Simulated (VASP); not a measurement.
The system is RbBi3.

```
CELL_PARAMETERS angstrom
5.06980 0.00000 0.00000
0.00000 5.06980 0.00000
0.00000 0.00000 5.06980
ATOMIC_POSITIONS crystal
Rb 0.00000 0.00000 0.00000
Bi 0.00000 0.50000 0.50000
Bi 0.50000 0.00000 0.50000
Bi 0.50000 0.50000 0.00000
```

* Program: VASP 6.6.1
* Task: relaxation of cell and atoms
* Functional: PBE
* Potentials or basis: VASP PAW PBE potentials, release 64 (Rb_sv, Bi_d)
* Cutoff: 600 eV
* k mesh: 10 × 10 × 10
* Occupations: gaussian, width 0.1 eV
* Spin: no spin polarisation

At the start: pressure 1.8 GPa; volume 32.58 Å³/atom.

How do energy, volume and symmetry change on relaxing?

Over 3 steps the energy falls by 8.3 meV/atom and the volume is 34.15 Å³/atom (+4.8 %); space group Pm-3m (No. 221, to 0.1 Å) before and after.

Step by step:
| step | energy change (eV) | largest force (eV/Å) | pressure (GPa) | volume (Å³) |
| --- | --- | --- | --- | --- |
| 1 | 0.0000 | 0.0000 | 1.77 | 130.31 |
| 2 | -0.0328 | 0.0000 | -0.14 | 137.20 |
| 3 | -0.0331 | 0.0000 | 0.00 | 136.61 |

Final structure:
```xyz
4
Lattice="5.1502 0.0000 0.0000 0.0000 5.1502 0.0000 0.0000 0.0000 5.1502" Properties=species:S:1:pos:R:3 pbc="T T T"
Rb    0.0000    0.0000    0.0000
Bi    0.0000    2.5751    2.5751
Bi    2.5751    0.0000    2.5751
Bi    2.5751    2.5751    0.0000
```
